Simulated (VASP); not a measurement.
# LiCl (Fm-3m) in VASP: notebook, part 2 of 2

VASP 6.6.1.

### 4 Single point, PBEsol

This run uses another cell than the first one, of 17.55 Å³/atom, 0.981 times its volume.

INCAR reads:

```
SYSTEM = LiCl
ALGO = Normal
EDIFF = 1E-6
ENCUT = 520
GGA = PS
ISIF = 2
ISMEAR = -1
LASPH = .TRUE.
LCHARG = .FALSE.
LREAL = .FALSE.
LWAVE = .FALSE.
NBANDS = 12
NELM = 60
PREC = Accurate
SIGMA = 0.05
```

KPOINTS reads:

```
k-points
0
G
  9 9 9
  0 0 0
```

POSCAR reads:

```
LiCl
1.0
    0.0000000000      2.5985208441      2.5985208441
    2.5985208441      0.0000000000      2.5985208441
    2.5985208441      2.5985208441      0.0000000000
Cl Li
1 1
Direct
    0.5000000000      0.5000000000      0.5000000000
    0.0000000000      0.0000000000      0.0000000000
```

Potentials or basis: VASP PAW PBE potentials, release 64 (Cl, Li_sv).

On the command line:

```bash
$ cat potpaw_PBE.64/Cl/POTCAR potpaw_PBE.64/Li_sv/POTCAR > POTCAR
$ mpirun -np 1 vasp_std > vasp.out
```

OUTCAR:

```text
SYSTEM = LiCl
   EDIFF = 1E-6
   ENCUT = 520
   GGA = PS
   ISIF = 2
   ISMEAR = -1
   LASPH = .TRUE.
   LREAL = .FALSE.
   NELM = 60
   PREC = Accurate

 ion  position               nearest neighbor table
   1  0.500  0.500  0.500-   2 2.60   2 2.60   2 2.60   2 2.60   2 2.60   2 2.60
   2  0.000  0.000  0.000-   1 2.60   1 2.60   1 2.60   1 2.60   1 2.60   1 2.60

  LATTYP: Found a face centered cubic cell.
 ALAT       =     5.1970416882

  Lattice vectors:

 A1 = (   0.0000000000,   2.5985208441,   2.5985208441)
 A2 = (   2.5985208441,   0.0000000000,   2.5985208441)
 A3 = (   2.5985208441,   2.5985208441,   0.0000000000)

Analysis of symmetry for initial positions (statically):
=====================================================================
 Subroutine PRICEL returns:
 Original cell was already a primitive cell.

 Routine SETGRP: Setting up the symmetry group for a
 face centered cubic supercell.

 Subroutine GETGRP returns: Found 48 space group operations
 (whereof 48 operations were pure point group operations)
 out of a pool of 48 trial point group operations.

The static configuration has the point symmetry O_h .

Analysis of symmetry for dynamics (positions and initial velocities):
=====================================================================
 Subroutine PRICEL returns:
 Original cell was already a primitive cell.

 Routine SETGRP: Setting up the symmetry group for a
 face centered cubic supercell.

 Subroutine GETGRP returns: Found 48 space group operations
 (whereof 48 operations were pure point group operations)
 out of a pool of 48 trial point group operations.

The dynamic configuration has the point symmetry O_h .

 Subroutine INISYM returns: Found 48 space group operations
 (whereof 48 operations are pure point group operations),
 and found     1 'primitive' translations

----------------------------------------------------------------------------------------

                                     Primitive cell

  volume of cell :      35.0920

  direct lattice vectors                    reciprocal lattice vectors
     0.000000000  2.598520844  2.598520844    -0.192417160  0.192417160  0.192417160
     2.598520844  0.000000000  2.598520844     0.192417160 -0.192417160  0.192417160
     2.598520844  2.598520844  0.000000000     0.192417160  0.192417160 -0.192417160

  length of vectors
     3.674863420  3.674863420  3.674863420     0.333276297  0.333276297  0.333276297

  position of ions in fractional coordinates (direct lattice)
     0.500000000  0.500000000  0.500000000
     0.000000000  0.000000000  0.000000000

  ion indices of the primitive-cell ions
   primitive index   ion index
                 1           1
                 2           2

----------------------------------------------------------------------------------------

 KPOINTS: k-points

Automatic generation of k-mesh.
 Grid dimensions read from file:
 generate k-points for:    9    9    9

 Generating k-lattice:

  Cartesian coordinates                     Fractional coordinates (reciprocal lattice)
[... 20 lines left out ...]
  0.333333  0.000000  0.000000      8.000000
  0.444444  0.000000  0.000000      8.000000
  0.111111  0.111111  0.000000      6.000000
[... 16 lines left out ...]
 -0.333333  0.333333  0.000000     12.000000
  0.444444  0.444444  0.000000      6.000000
 [... further k-points ...]
   k-points           NKPTS =     35   k-points in BZ     NKDIM =     35   number of bands    NBANDS=     12
   number of dos      NEDOS =    301   number of ions     NIONS =      2
   total plane-waves  NPLWV =  21952
   dimension x,y,z NGX =    28 NGY =   28 NGZ =   28
   dimension x,y,z NGXF=    56 NGYF=   56 NGZF=   56
   ions per type =               1   1
   NGX,Y,Z   is equivalent  to a cutoff of  12.67, 12.67, 12.67 a.u.
   NGXF,Y,Z  is equivalent  to a cutoff of  25.33, 25.33, 25.33 a.u.
 SYSTEM =  LiCl
   PREC   = accura    normal or accurate (medium, high low for compatibility)
   ISTART =      0    job   : 0-new  1-cont  2-samecut
   ICHARG =      2    charge: 1-file 2-atom 10-const
   ISPIN  =      1    spin polarized calculation?
   LNONCOLLINEAR =      F non collinear calculations
   LSORBIT =      F    spin-orbit coupling
   LASPH  =      T    aspherical Exc in radial PAW
   ENCUT  =  520.0 eV  38.22 Ry    6.18 a.u.   6.83  6.83  6.83*2*pi/ulx,y,z
   NELM   =     60;   NELMIN=  2; NELMDL= -5     # of ELM steps
   EDIFF  = 0.1E-05   stopping-criterion for ELM
   LREAL  =      F    real-space projection
   EDIFFG = 0.1E-04   stopping-criterion for IOM
   NSW    =      0    number of steps for IOM
   IBRION =     -1    ionic relax: 0-MD 1-quasi-New 2-CG
   NFREE  =      0    steps in history (QN), initial steepest desc. (CG)
   ISIF   =      2    stress and relaxation
   ISYM   =      2    0-nonsym 1-usesym 2-fastsym
   POTIM  = 0.5000    time-step for ionic-motion
   TEBEG  =    0.0;   TEEND  =   0.0 temperature during run
   PSTRESS=    0.0 pullay stress
   NELECT =      10.0000    total number of electrons
   NUPDOWN=      -1.0000    fix difference up-down
   EMIN   =  10.00;   EMAX   =-10.00  energy-range for DOS
   EFERMI =   0.00;   METHOD = LEGACY
   ISMEAR =    -1;   SIGMA  =   0.05  broadening in eV -4-tet -1-fermi 0-gaus
   EFERMI_NEDOS =   21; number of points for ismear=-14 and -15
   IALGO  =     38    algorithm
   IMIX   =      4    mixing-type and parameters
     AMIX     =   0.40;   BMIX     =  1.00
     AMIX_MAG =   1.60;   BMIX_MAG =  1.00
  volume/ion in A,a.u.               =      17.55       118.41
  Fermi-wavevector in a.u.,A,eV,Ry     =   1.077305  2.035811 15.790729  1.160586
  Thomas-Fermi vector in A             =   2.213213
   LORBIT       =      0    0 simple, 1 ext, 2 COOP (PROOUT), +10 PAW based schemes
   GGA     = PS    functional components
   LHFCALC =     F    Hartree Fock is set to
   AEXX    =    0.0000 exact exchange contribution
   IVDW    =     0    specifies the selected vdW correction
   LEPSILON=     F    determine dielectric tensor
   LRPA    =     F    only Hartree local field effects (RPA)
 non-spin polarized calculation
  energy-cutoff  :      520.00
  volume of cell :       35.09
 maximum number of plane-waves:       958
   NGX = 13   NGY = 13   NGZ = 13

 number of electron      10.0000012 magnetization

 Free energy of the ion-electron system (eV)
  ---------------------------------------------------
  ext. energy  EPLUGINS =         0.00000000
  ---------------------------------------------------
  free energy    TOTEN  =        -7.61959392 eV

  energy without entropy =       -7.61959392  energy(sigma->0) =       -7.61959392

 E-fermi :   1.4351     XC(G=0):  -8.7404

 val. band max:        0.2477913345   @ k =   0.0000   0.0000   0.0000
 cond. band min:       6.1700799610   @ k =   0.0000   0.0000   0.0000
 fundamental gap:      5.9222886265
 Fermi energy:         1.4351254062

 k-point     1 :       0.0000    0.0000    0.0000
  band No.  band energies     occupation
      1     -42.6386      2.00000
      2     -13.0102      2.00000
      3       0.2478      2.00000
      4       0.2478      2.00000
      5       0.2478      2.00000
      6       6.1701      0.00000
      7      12.0235      0.00000
      8      12.0235      0.00000
      9      12.0235      0.00000
     10      14.4360      0.00000
     11      14.4360      0.00000
     12      14.4361      0.00000
[... 331 lines left out ...]
 k-point    24 :       0.4444    0.4444    0.0000
  band No.  band energies     occupation
      1     -42.6356      2.00000
      2     -12.2836      2.00000
      3      -2.4564      2.00000
      4      -0.7762      2.00000
      5      -0.7762      2.00000
      6       7.9878      0.00000
      7       8.4549      0.00000
      8      11.9280      0.00000
      9      13.8122      0.00000
     10      13.8123      0.00000
     11      17.0043      0.00000
     12      18.8051      0.00000

 [... further k-points ...]

------------------------ aborting loop because EDIFF is reached ----------------------------------------

  FORCE on cell =-STRESS in cart. coord.  units (eV):
  Direction    XX          YY          ZZ          XY          YZ          ZX
  --------------------------------------------------------------------------------------
  -------------------------------------------------------------------------------------
  Total       -0.5212733     -0.5212733     -0.5212733      0.0000000      0.0000000      0.0000000
  in kB      -23.7994781    -23.7994781    -23.7994781      0.0000000      0.0000000      0.0000000
  external PRESSURE =     -23.7994781 kB  Pullay stress =       0.0000000 kB

 VOLUME and BASIS-vectors are now :
 -----------------------------------------------------------------------------
  energy-cutoff  :      520.00
  volume of cell :       35.09
      direct lattice vectors                 reciprocal lattice vectors
     0.000000000  2.598520844  2.598520844    -0.192417160  0.192417160  0.192417160
     2.598520844  0.000000000  2.598520844     0.192417160 -0.192417160  0.192417160
     2.598520844  2.598520844  0.000000000     0.192417160  0.192417160 -0.192417160

 POSITION                                       TOTAL-FORCE (eV/Angst)
 -----------------------------------------------------------------------------------
      2.59852      2.59852      2.59852        -0.000000     -0.000000     -0.000000
      0.00000      0.00000      0.00000         0.000000      0.000000      0.000000
 -----------------------------------------------------------------------------------
    total drift:                                0.000000      0.000000      0.000000

  FREE ENERGIE OF THE ION-ELECTRON SYSTEM (eV)
  ---------------------------------------------------
  free  energy   TOTEN  =        -7.6195939243 eV

  energy  without entropy=       -7.6195939243  energy(sigma->0) =       -7.61959392
```

OSZICAR:

```text
N       E                     dE             d eps       ncg     rms          rms(c)
DAV:   1     0.403496464103E+02    0.40350E+02   -0.39834E+03   840   0.759E+02
DAV:   2    -0.509650511266E+01   -0.45446E+02   -0.43873E+02  1084   0.140E+02
DAV:   3    -0.760583511627E+01   -0.25093E+01   -0.25004E+01  1092   0.346E+01
DAV:   4    -0.767667800373E+01   -0.70843E-01   -0.70824E-01  1180   0.583E+00
DAV:   5    -0.767752851911E+01   -0.85052E-03   -0.85050E-03  1120   0.583E-01    0.224E+00
DAV:   6    -0.761780826783E+01    0.59720E-01   -0.12256E-01  1064   0.159E+00    0.151E+00
DAV:   7    -0.761732492064E+01    0.48335E-03   -0.35964E-02  1296   0.987E-01    0.753E-01
DAV:   8    -0.761957305399E+01   -0.22481E-02   -0.39025E-03  1016   0.442E-01    0.118E-01
DAV:   9    -0.761956167707E+01    0.11377E-04   -0.18474E-04  1056   0.947E-02    0.451E-02
DAV:  10    -0.761959253576E+01   -0.30859E-04   -0.66259E-05   972   0.550E-02    0.367E-02
DAV:  11    -0.761959384856E+01   -0.13128E-05   -0.94596E-06  1120   0.191E-02    0.318E-03
DAV:  12    -0.761959392431E+01   -0.75747E-07   -0.19273E-07   616   0.380E-03
   1 F= -.76195939E+01 E0= -.76195939E+01  d E =-.576699E-11
```

stdout:

```text
POSCAR found type information on POSCAR ClLi
 POSCAR found :  2 types and       2 ions
 scaLAPACK will be used
 -----------------------------------------------------------------------------
|                                                                             |
|                                                                             |
|     You enforced a specific xc type in the INCAR file but a different       |
|     I HOPE YOU KNOW WHAT YOU ARE DOING!                                     |
|                                                                             |
 -----------------------------------------------------------------------------

 LDA part: xc-table for (Slater+PW92), standard interpolation
 POSCAR, INCAR and KPOINTS ok, starting setup
 FFT: planning ... GRIDC
 FFT: planning ... GRID_SOFT
 FFT: planning ... GRID
 WAVECAR not read
 entering main loop
```

It took 12 s on 1 thread of Intel Xeon 6975P-C, shared host; peak memory 0.15 GiB.

What came out:

```yaml
Free_energy: -7.6196 eV
Band_gap_on_the_k_mesh: 5.92 eV, direct
```

Levels at points of the mesh, in eV from the valence-band top:
```csv
k point,band 3,band 4,band 5,band 6,band 7,band 8
"(0.00, 0.00, 0.00)",0.00,0.00,0.00,5.92,11.78,11.78
```

Caveat: the cutoff is under 1.25 times the usual one of these potentials, so pressure, stress and relaxed cells hold a basis-set (Pulay) error; the PAW data sets were made with another functional, which shifts forces and pressure a little.

### 5 Single point, PBEsol

INCAR reads:

```
  PREC = Accurate
  ENCUT = 520
  EDIFF = 1E-7
  ISMEAR = -1
  SIGMA = 0.05
  LREAL = False
  LASPH = True
  NELM = 60
  ALGO = Normal
  ISIF = 2
  LWAVE = False
  LCHARG = False
  GGA = PS
  NBANDS = 12
```

KPOINTS reads:

```
Automatic mesh
0
Gamma
  9 9 9
```

POSCAR reads:

```
LiCl
1.0
    0.0000000000      2.6150723786      2.6150723786
    2.6150723786      0.0000000000      2.6150723786
    2.6150723786      2.6150723786      0.0000000000
Cl Li
1 1
Direct
    0.5000000000      0.5000000000      0.5000000000
    0.0000000000      0.0000000000      0.0000000000
```

On the command line:

```bash
$ cat potpaw_PBE.64/Cl/POTCAR potpaw_PBE.64/Li_sv/POTCAR > POTCAR
$ mpirun -np 1 vasp_std > vasp.out
```

Run time: 13 s. Hardware: 1 thread of Intel Xeon 6975P-C, shared host; peak memory 0.15 GiB.

Results (log left out):

```
Free energy            : -7.6090 eV
Band gap on the k mesh : 5.82 eV, direct
```

Levels at points of the mesh, in eV from the valence-band top:
| k point | band 2 | band 3 | band 4 | band 5 | band 6 | band 7 | band 8 | band 9 |
| --- | --- | --- | --- | --- | --- | --- | --- | --- |
| (0.00, 0.00, 0.00) | -13.20 | 0.00 | 0.00 | 0.00 | 5.82 | 11.76 | 11.76 | 11.76 |

Caveat: the cutoff is under 1.25 times the usual one of these potentials, so pressure, stress and relaxed cells hold a basis-set (Pulay) error; the PAW data sets were made with another functional, which shifts forces and pressure a little. A k mesh can miss the band edges.

### 6 Summary

```tsv
level	cell	gap on the mesh (eV)
r2SCAN	a = 3.698 Å, angles 60.0°, 2 atoms	6.96
PBEsol	a = 3.578 Å, angles 60.0°, 2 atoms	6.37
PBEsol	a = 3.675 Å, angles 60.0°, 2 atoms	5.92
PBEsol	a = 3.698 Å, angles 60.0°, 2 atoms	5.82
```

Alike in all rows: task single point; potentials or basis VASP PAW PBE potentials, release 64 (Cl, Li_sv); no spin polarisation; k mesh 9 × 9 × 9; cutoff (eV) 520; smearing fermi-dirac 0.05 eV.

Caveats: the cutoff is under 1.25 times the usual one of these potentials, so pressure, stress and relaxed cells hold a basis-set (Pulay) error; the PAW data sets were made with another functional, which shifts forces and pressure a little.

Total energies depend on the potentials used, so only differences within one code and one set of settings carry meaning.
